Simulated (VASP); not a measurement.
# MgO (Fm-3m) in VASP: single point with PBEsol

Aim: the single point of MgO with PBEsol.

All numbers are computed with VASP 6.6.1; they aren't measurements. Logs are shortened: lines on timing, memory, paths and dates and some standing lists are left out, and cuts for length are marked.

## 1. The cell of the first run

Symmetry: Fm-3m, No. 225, cubic system. Conventional cell: a = 4.214 Å, b = 4.214 Å, c = 4.214 Å, α = 90.00°, β = 90.00°, γ = 90.00°. Mg (site symmetry m-3m) has 6 O at 2.11 Å within 2.8 Å. Within 2.8 Å of O (site symmetry m-3m) lie 6 Mg at 2.11 Å.

## 2. Single point, PBEsol

INCAR reads:

```
PREC = Accurate
ENCUT = 520
EDIFF = 1E-7
ISMEAR = -1
SIGMA = 0.05
LREAL = False
LASPH = True
NELM = 60
ALGO = Normal
ISIF = 2
LWAVE = False
LCHARG = False
GGA = PS
NBANDS = 11
```

KPOINTS reads:

```
Automatic mesh
0
Gamma
  10 10 10
```

POSCAR reads:

```
MgO
1.0
    0.0000000000      2.1072020000      2.1072020000
    2.1072020000      0.0000000000      2.1072020000
    2.1072020000      2.1072020000      0.0000000000
Mg O
1 1
Direct
    0.0000000000      0.0000000000      0.0000000000
    0.5000000000      0.5000000000      0.5000000000
```

Potentials or basis: VASP PAW PBE potentials, release 64 (Mg, O).

Launch:

```bash
$ cat potpaw_PBE.64/Mg/POTCAR potpaw_PBE.64/O/POTCAR > POTCAR
$ mpirun -np 1 vasp_std > vasp.out
```

OUTCAR:

```text
PREC = Accurate
   ENCUT = 520
   EDIFF = 1E-7
   ISMEAR = -1
   LREAL = False
   LASPH = True
   NELM = 60
   ISIF = 2
   GGA = PS

 ion  position               nearest neighbor table
   1  0.000  0.000  0.000-   2 2.11   2 2.11   2 2.11   2 2.11   2 2.11   2 2.11
   2  0.500  0.500  0.500-   1 2.11   1 2.11   1 2.11   1 2.11   1 2.11   1 2.11

  LATTYP: Found a face centered cubic cell.
 ALAT       =     4.2144040000

  Lattice vectors:

 A1 = (   0.0000000000,   2.1072020000,   2.1072020000)
 A2 = (   2.1072020000,   0.0000000000,   2.1072020000)
 A3 = (   2.1072020000,   2.1072020000,   0.0000000000)

Analysis of symmetry for initial positions (statically):
=====================================================================
 Subroutine PRICEL returns:
 Original cell was already a primitive cell.

 Routine SETGRP: Setting up the symmetry group for a
 face centered cubic supercell.

 Subroutine GETGRP returns: Found 48 space group operations
 (whereof 48 operations were pure point group operations)
 out of a pool of 48 trial point group operations.

The static configuration has the point symmetry O_h .

Analysis of symmetry for dynamics (positions and initial velocities):
=====================================================================
 Subroutine PRICEL returns:
 Original cell was already a primitive cell.

 Routine SETGRP: Setting up the symmetry group for a
 face centered cubic supercell.

 Subroutine GETGRP returns: Found 48 space group operations
 (whereof 48 operations were pure point group operations)
 out of a pool of 48 trial point group operations.

The dynamic configuration has the point symmetry O_h .

 Subroutine INISYM returns: Found 48 space group operations
 (whereof 48 operations are pure point group operations),
 and found     1 'primitive' translations

----------------------------------------------------------------------------------------

                                     Primitive cell

  volume of cell :      18.7132

  direct lattice vectors                    reciprocal lattice vectors
     0.000000000  2.107202000  2.107202000    -0.237281476  0.237281476  0.237281476
     2.107202000  0.000000000  2.107202000     0.237281476 -0.237281476  0.237281476
     2.107202000  2.107202000  0.000000000     0.237281476  0.237281476 -0.237281476

  length of vectors
     2.980033647  2.980033647  2.980033647     0.410983571  0.410983571  0.410983571

  position of ions in fractional coordinates (direct lattice)
     0.000000000  0.000000000  0.000000000
     0.500000000  0.500000000  0.500000000

  ion indices of the primitive-cell ions
   primitive index   ion index
                 1           1
                 2           2

----------------------------------------------------------------------------------------

 KPOINTS: Automatic mesh

Automatic generation of k-mesh.
 Grid dimensions read from file:
 generate k-points for:   10   10   10

 Generating k-lattice:

  Cartesian coordinates                     Fractional coordinates (reciprocal lattice)
    -0.023728148  0.023728148  0.023728148     0.100000000  0.000000000  0.000000000
     0.023728148 -0.023728148  0.023728148     0.000000000  0.100000000  0.000000000
     0.023728148  0.023728148 -0.023728148     0.000000000  0.000000000  0.100000000

  Length of vectors
     0.041098357  0.041098357  0.041098357

  Shift w.r.t. Gamma in fractional coordinates (k-lattice)
     0.000000000  0.000000000  0.000000000

 Subroutine IBZKPT returns following result:
 ===========================================

 Found     47 irreducible k-points:

 Following reciprocal coordinates:
            Coordinates               Weight
  0.000000  0.000000  0.000000      1.000000
  0.100000  0.000000  0.000000      8.000000
  0.200000  0.000000  0.000000      8.000000
  0.300000  0.000000  0.000000      8.000000
  0.400000  0.000000  0.000000      8.000000
  0.500000  0.000000  0.000000      4.000000
[... 16 lines left out ...]
  0.300000  0.300000  0.000000      6.000000
  0.400000  0.300000  0.000000     24.000000
 [... further k-points ...]
   k-points           NKPTS =     47   k-points in BZ     NKDIM =     47   number of bands    NBANDS=     11
   number of dos      NEDOS =    301   number of ions     NIONS =      2
   total plane-waves  NPLWV =  13824
   dimension x,y,z NGX =    24 NGY =   24 NGZ =   24
   dimension x,y,z NGXF=    48 NGYF=   48 NGZF=   48
   ions per type =               1   1
   NGX,Y,Z   is equivalent  to a cutoff of  13.39, 13.39, 13.39 a.u.
   NGXF,Y,Z  is equivalent  to a cutoff of  26.78, 26.78, 26.78 a.u.
 SYSTEM =  unknown system
   PREC   = accura    normal or accurate (medium, high low for compatibility)
   ISTART =      0    job   : 0-new  1-cont  2-samecut
   ICHARG =      2    charge: 1-file 2-atom 10-const
   ISPIN  =      1    spin polarized calculation?
   LNONCOLLINEAR =      F non collinear calculations
   LSORBIT =      F    spin-orbit coupling
   LASPH  =      T    aspherical Exc in radial PAW
   ENCUT  =  520.0 eV  38.22 Ry    6.18 a.u.   5.54  5.54  5.54*2*pi/ulx,y,z
   NELM   =     60;   NELMIN=  2; NELMDL= -5     # of ELM steps
   EDIFF  = 0.1E-06   stopping-criterion for ELM
   LREAL  =      F    real-space projection
   EDIFFG = 0.1E-05   stopping-criterion for IOM
   NSW    =      0    number of steps for IOM
   IBRION =     -1    ionic relax: 0-MD 1-quasi-New 2-CG
   NFREE  =      0    steps in history (QN), initial steepest desc. (CG)
   ISIF   =      2    stress and relaxation
   ISYM   =      2    0-nonsym 1-usesym 2-fastsym
   POTIM  = 0.5000    time-step for ionic-motion
   TEBEG  =    0.0;   TEEND  =   0.0 temperature during run
   PSTRESS=    0.0 pullay stress
   NELECT =       8.0000    total number of electrons
   NUPDOWN=      -1.0000    fix difference up-down
   EMIN   =  10.00;   EMAX   =-10.00  energy-range for DOS
   EFERMI =   0.00;   METHOD = LEGACY
   ISMEAR =    -1;   SIGMA  =   0.05  broadening in eV -4-tet -1-fermi 0-gaus
   EFERMI_NEDOS =   21; number of points for ismear=-14 and -15
   IALGO  =     38    algorithm
   IMIX   =      4    mixing-type and parameters
     AMIX     =   0.40;   BMIX     =  1.00
     AMIX_MAG =   1.60;   BMIX_MAG =  1.00
  volume/ion in A,a.u.               =       9.36        63.14
  Fermi-wavevector in a.u.,A,eV,Ry     =   1.233262  2.330527 20.693577  1.520935
  Thomas-Fermi vector in A             =   2.367999
   LORBIT       =      0    0 simple, 1 ext, 2 COOP (PROOUT), +10 PAW based schemes
   GGA     = PS    functional components
   LHFCALC =     F    Hartree Fock is set to
   AEXX    =    0.0000 exact exchange contribution
   IVDW    =     0    specifies the selected vdW correction
   LEPSILON=     F    determine dielectric tensor
   LRPA    =     F    only Hartree local field effects (RPA)
 non-spin polarized calculation
  energy-cutoff  :      520.00
  volume of cell :       18.71
 maximum number of plane-waves:       531
 NGX is ok and might be reduce to    24
   NGX = 11   NGY = 11   NGZ = 11

 number of electron       8.0000005 magnetization

 Free energy of the ion-electron system (eV)
  ---------------------------------------------------
  ext. energy  EPLUGINS =         0.00000000
  ---------------------------------------------------
  free energy    TOTEN  =       -12.51246069 eV

  energy without entropy =      -12.51246069  energy(sigma->0) =      -12.51246069

 E-fermi :   4.0881     XC(G=0): -11.3023

 val. band max:        3.0546967784   @ k =   0.0000   0.0000   0.0000
 cond. band min:       7.6729777789   @ k =   0.0000   0.0000   0.0000
 fundamental gap:      4.6182810005
 Fermi energy:         4.0881114322

 k-point     1 :       0.0000    0.0000    0.0000
  band No.  band energies     occupation
      1     -14.1425      2.00000
      2       3.0547      2.00000
      3       3.0547      2.00000
      4       3.0547      2.00000
      5       7.6730      0.00000
      6      18.6774      0.00000
      7      18.6774      0.00000
      8      18.6774      0.00000
      9      22.5157      0.00000
     10      24.3973      0.00000
     11      24.3973      0.00000

 k-point     2 :       0.1000    0.0000    0.0000
  band No.  band energies     occupation
      1     -14.0351      2.00000
      2       2.3914      2.00000
      3       2.9862      2.00000
      4       2.9862      2.00000
      5       8.3076      0.00000
      6      17.4165      0.00000
      7      18.9183      0.00000
      8      18.9183      0.00000
      9      23.6704      0.00000
     10      23.6704      0.00000
     11      24.1927      0.00000

 k-point     3 :       0.2000    0.0000    0.0000
  band No.  band energies     occupation
      1     -13.7392      2.00000
      2       1.0550      2.00000
      3       2.8128      2.00000
      4       2.8128      2.00000
      5       9.5007      0.00000
      6      15.9096      0.00000
      7      19.4073      0.00000
      8      19.4073      0.00000
      9      22.9748      0.00000
     10      22.9748      0.00000
     11      25.1495      0.00000

 k-point     4 :       0.3000    0.0000    0.0000
  band No.  band energies     occupation
      1     -13.3392      2.00000
      2      -0.2800      2.00000
      3       2.6091      2.00000
      4       2.6091      2.00000
      5      10.4154      0.00000
      6      15.2470      0.00000
      7      19.5343      0.00000
      8      19.5343      0.00000
      9      23.4070      0.00000
     10      23.4070      0.00000
     11      24.5522      0.00000
[... 239 lines left out ...]
 k-point    22 :      -0.2000    0.2000    0.0000
  band No.  band energies     occupation
      1     -13.2203      2.00000
      2      -0.0802      2.00000
      3       1.6971      2.00000
      4       2.6057      2.00000
      5      11.3868      0.00000
      6      14.7831      0.00000
      7      18.0303      0.00000
      8      20.7043      0.00000
      9      21.3530      0.00000
     10      24.2457      0.00000
     11      27.7209      0.00000

 k-point    23 :       0.3000    0.3000    0.0000
  band No.  band energies     occupation
      1     -13.1329      2.00000
      2      -0.1373      2.00000
      3       2.1059      2.00000
      4       2.1059      2.00000
      5      11.8044      0.00000
      6      13.2877      0.00000
      7      17.3440      0.00000
      8      20.8319      0.00000
      9      20.8319      0.00000
     10      27.0594      0.00000
     11      30.3127      0.00000

 k-point    24 :       0.4000    0.3000    0.0000
  band No.  band energies     occupation
      1     -12.8800      2.00000
      2      -0.5670      2.00000
      3       1.7340      2.00000
      4       1.9572      2.00000
      5      12.5056      0.00000
      6      13.0543      0.00000
      7      16.5166      0.00000
      8      21.0779      0.00000
      9      21.2821      0.00000
     10      27.7970      0.00000
     11      29.9144      0.00000

 [... further k-points ...]

------------------------ aborting loop because EDIFF is reached ----------------------------------------

  FORCE on cell =-STRESS in cart. coord.  units (eV):
  Direction    XX          YY          ZZ          XY          YZ          ZX
  --------------------------------------------------------------------------------------
  -------------------------------------------------------------------------------------
  Total       -0.0620288     -0.0620288     -0.0620288      0.0000000      0.0000000      0.0000000
  in kB       -5.3107429     -5.3107429     -5.3107429      0.0000000      0.0000000      0.0000000
  external PRESSURE =      -5.3107429 kB  Pullay stress =       0.0000000 kB

 VOLUME and BASIS-vectors are now :
 -----------------------------------------------------------------------------
  energy-cutoff  :      520.00
  volume of cell :       18.71
      direct lattice vectors                 reciprocal lattice vectors
     0.000000000  2.107202000  2.107202000    -0.237281476  0.237281476  0.237281476
     2.107202000  0.000000000  2.107202000     0.237281476 -0.237281476  0.237281476
     2.107202000  2.107202000  0.000000000     0.237281476  0.237281476 -0.237281476

 POSITION                                       TOTAL-FORCE (eV/Angst)
 -----------------------------------------------------------------------------------
      0.00000      0.00000      0.00000        -0.000000     -0.000000     -0.000000
      2.10720      2.10720      2.10720         0.000000      0.000000      0.000000
 -----------------------------------------------------------------------------------
    total drift:                               -0.000000     -0.000000      0.000000

  FREE ENERGIE OF THE ION-ELECTRON SYSTEM (eV)
  ---------------------------------------------------
  free  energy   TOTEN  =       -12.5124606896 eV

  energy  without entropy=      -12.5124606895  energy(sigma->0) =      -12.51246069
```

Wall time 8.2 s (1 thread of AMD EPYC 7R13 (Zen 3), shared host); peak memory 0.11 GiB.

What came out:

| Item | Value |
| --- | --- |
| Free energy | -12.5125 eV |
| Pressure | -0.5 GPa |
| Band gap on the k mesh | 4.62 eV, direct |

Levels at points of the mesh, in eV from the valence-band top:
```csv
k point,band 1,band 2,band 3,band 4,band 5,band 6,band 7,band 8,band 9
"(0.00, 0.00, 0.00)",-17.20,0.00,0.00,0.00,4.62,15.62,15.62,15.62,19.46
"(0.50, 0.00, 0.00)",-15.89,-4.67,-0.66,-0.66,7.73,12.49,16.16,16.16,20.74
"(0.50, 0.50, 0.00)",-15.62,-4.14,-1.36,-1.36,8.92,9.86,12.96,18.82,18.82
```

Caveat: the PAW data sets were made with another functional, which shifts forces and pressure a little. PBEsol gaps usually lie below the measured ones, often by a third to a half.
